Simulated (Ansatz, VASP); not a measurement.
**Si in VASP and in Ansatz**

Contents of INCAR:

```
SYSTEM = Si
  PREC = Accurate
  ENCUT = 520
  EDIFF = 1E-6
  ISMEAR = -1
  SIGMA = 0.1
  LREAL = .FALSE.
  LASPH = .TRUE.
  NELM = 60
  ALGO = Normal
  ISIF = 2
  LWAVE = .FALSE.
  LCHARG = .FALSE.
  GGA = CA
  NBANDS = 11
```

KPOINTS

```
Automatic mesh
0
G
  15 15 8
  0 0 0
```

The input POSCAR:

```
Si
1.0
    2.7349137380      0.0000000000      0.0000000000
   -1.3674568690      2.3685047743      0.0000000000
    0.0000000000      0.0000000000      4.6132754549
Si
2
Direct
    0.3333333333      0.6666666667      0.2500000000
    0.6666666667      0.3333333333      0.7500000000
```

Input for Ansatz:

```yaml
crystal:
  lattice:
    - [2.734913738, 0.0, 0.0]
    - [-1.367456869, 2.3685047743, 0.0]
    - [0.0, 0.0, 4.6132754549]
  atoms:
    - { symbol: Si, position: [0.3333333333, 0.6666666667, 0.25] }
    - { symbol: Si, position: [0.6666666667, 0.3333333333, 0.75] }
hamiltonian:
  xc: lda
  pseudopotentials:
    kind: paw
    azcp:
      Si: "pseudopotentials/Si.paw.azcp"
basis:
  ecutwfc: 420
  fft_grid_basis: typed
kpoints:
  mp_grid: { grid: [15, 15, 8], shift: [0, 0, 0] }
magnetization:
  spin_polarized: false
scf:
  occupations: { method: fermi_dirac, width: 0.1 }
  lower_state_search: "off"
output:
  stress: true
  write_density: true
  write_potential: true
  elf: true
  volumetric_format: npy
```

Alike in both runs: task single point; functional LDA; k mesh 15 × 15 × 8; occupations fermi-dirac, width 0.1 eV; no spin polarisation.

|  | VASP | Ansatz |
| --- | --- | --- |
| version | VASP 6.6.1 | Ansatz 0.2.0 |
| potentials or method | VASP PAW LDA potentials, release 64 (Si), cutoff 520 eV | plane waves (420 eV) with PAW, scalar-relativistic |
| valence electrons in the cell | 8 | 8 |

```tsv
	VASP	Ansatz	Ansatz less VASP
pressure (GPa)	-6.3	-6.3	-0.03
traceless stress, the component that is largest in VASP (GPa)	0.97	0.97	-0.001
```

Ansatz warns that its potentials were made for another functional, while VASP's fit it. LDA's correlation is that of Perdew and Zunger in VASP and of Perdew and Wang (1992) in Ansatz.
